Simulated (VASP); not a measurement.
Si (a cell with a defect), 15 atoms in the cell. The cell holds a defect, 15 atoms: a = 7.662 Å, b = 7.662 Å, c = 7.662 Å, α = 60.00°, β = 60.00°, γ = 60.00°. 

- Program: VASP 6.6.1
- Task: single point
- Functional: PBE
- Potentials or basis: VASP PAW PBE potentials, release 64 (Si)
- Cutoff: 520 eV
- k mesh: 2 × 2 × 2
- Occupations: gaussian, width 0.1 eV
- Spin: no spin polarisation
- Dipole correction: no
- Further INCAR settings: LREAL = Auto; ALGO = Normal; EDIFF = 1e-06; NBANDS = 43

Potentials or basis: VASP PAW PBE potentials, release 64 (Si).

Command:

```bash
$ cat potpaw_PBE.64/Si/POTCAR > POTCAR
$ mpirun -np 1 vasp_std > vasp.out
```

Hardware: 1 thread of Intel Xeon 8259CL, on a shared host.

Question: Estimate the wall time of this run.

Answer: Wall time 6.2 min on 1 thread of Intel Xeon 8259CL, on a shared host, peak memory 0.46 GiB. Counts: scf iterations 14, k points 8.
